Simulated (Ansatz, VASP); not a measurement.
## Two plane-wave programs on MgS

```xyz
2
Lattice="0.0000 2.6281 2.5868 2.6281 0.0000 2.5868 2.6281 2.6281 0.0000" Properties=species:S:1:pos:R:3 pbc="T T T"
Mg    0.0000    0.0000    0.0000
S     2.6281    2.6281    2.5868
```

Change from the starting cell: epitaxial_xy strain +1.0%.

Alike in both runs: task single point; functional HSE06; k mesh 6 × 6 × 6; no spin polarisation.

```csv
,VASP,Ansatz
version,VASP 6.6.1,Ansatz 0.2.0
potentials or method,"VASP PAW PBE potentials, release 64 (Mg, S)","plane waves, PAW"
plane-wave cutoff (eV),520,420
occupations,"gaussian, width 0.01 eV",fixed
valence electrons in the cell,8,16
```

|  | VASP | Ansatz | Ansatz less VASP |
| --- | --- | --- | --- |
| gap on the k mesh at the Fermi level (eV) | 3.64 | 3.69 | +0.053 |
| pressure (GPa) | -1.8 | -1.5 | +0.32 |
| traceless stress, the component that is largest in VASP (GPa) | 1.01 | 1.02 | +0.010 |

VASP's potentials hold 8 valence electrons a cell and Ansatz's 16, so a difference there can come from the potentials and not from the codes. Ansatz's warnings: stress exchange threshold loose, stress scf threshold loose.
